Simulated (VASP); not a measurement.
Crystal: BaZrO3.

```
Ba Zr O
1.0
    -2.25062    2.64953    3.81551
     2.25062   -2.64953    3.81551
     2.25062    2.64953   -3.81551
Ba Zr O
1 1 3
Direct
  0.00000 0.50000 0.50000
  0.50000 0.00000 0.50000
  0.21196 0.21196 0.00000
  0.78804 0.78804 0.00000
  0.50000 0.50000 0.00000
```

The cell was built from a structure type or drawn by symmetry, and may not be a known phase.

```yaml
Program: VASP 6.6.1
Task: relaxation of cell and atoms
Functional: PBE
Potentials_or_basis: VASP PAW PBE potentials, release 64 (Ba_sv, Zr_sv, O)
Cutoff: 600 eV
k_mesh: 6 × 6 × 6
Occupations: gaussian, width 0.1 eV
Spin: no spin polarisation
```

At the start: pressure -10.9 GPa; volume 18.20 Å³/atom.

Task: Where does the relaxation end?

Result: Over 14 steps the energy falls by 300.7 meV/atom and the volume is 17.19 Å³/atom (-5.6 %); space group Immm (No. 71, to 0.1 Å) before and after.

Step by step:
```
step  energy change (eV)  largest force (eV/Å)  pressure (GPa)  volume (Å³)
   1              0.0000                1.9040          -10.86        91.01
   2             -0.6888                0.7395           17.48        75.20
   3             -1.0959                1.4426            3.40        80.31
   4             -1.3072                0.8700            1.78        82.80
   5             -1.4034                0.2650            0.76        85.81
   6             -1.4056                0.1838            0.67        86.27
   7             -1.4444                0.3259           -3.31        88.11
   8             -1.4487                0.2923           -2.40        87.64
   9             -1.4949                0.1615           -0.27        85.21
  10             -1.4969                0.1273            0.34        84.64
  11             -1.5002                0.0773            0.34        84.94
  12             -1.5031                0.0269            0.35        85.58
  13             -1.5022                0.0540           -0.76        86.53
  14             -1.5037                0.0043           -0.08        85.94
```

Final structure:
```xyz
5
Lattice="-2.1189 2.4797 4.0893 2.1189 -2.4797 4.0893 2.1189 2.4797 -4.0893" Properties=species:S:1:pos:R:3 pbc="T T T"
Ba    2.1189    0.0000    0.0000
Zr    0.0000    2.4797    0.0000
O     0.0000    0.0000    1.3841
O     0.0000    0.0000    6.7945
O     0.0000    0.0000    4.0893
```
